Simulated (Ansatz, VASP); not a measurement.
# One calculation of ReBi, two programs

```xyz
2
Lattice="0.0000 3.1304 3.1304 3.1304 0.0000 3.1304 3.1304 3.1304 0.0000" Properties=species:S:1:pos:R:3 pbc="T T T"
Re    0.0000    0.0000    0.0000
Bi    1.5652    1.5652    1.5652
```

Alike in both runs: task single point; functional PBE; k mesh 10 × 10 × 10; occupations gaussian, width 0.05 eV; no spin polarisation.

|  | VASP | Ansatz |
| --- | --- | --- |
| version | VASP 6.6.1 | Ansatz 0.2.0 |
| potentials or method | VASP PAW PBE potentials, release 64 (Re, Bi_d), cutoff 520 eV | scalar-relativistic, plane waves, PAW |
| valence electrons in the cell | 22 | 30 |

|  | VASP | Ansatz | Ansatz less VASP |
| --- | --- | --- | --- |
| gap on the k mesh at the Fermi level (eV) | none | none | - |
| pressure (GPa) | -1.6 | -1.5 | +0.03 |

A gap of «none» marks a metal or a gap that the smearing closes. VASP's potentials hold 22 valence electrons a cell and Ansatz's 30, so a difference there can come from the potentials and not from the codes.

Spin-orbit coupling is off throughout.
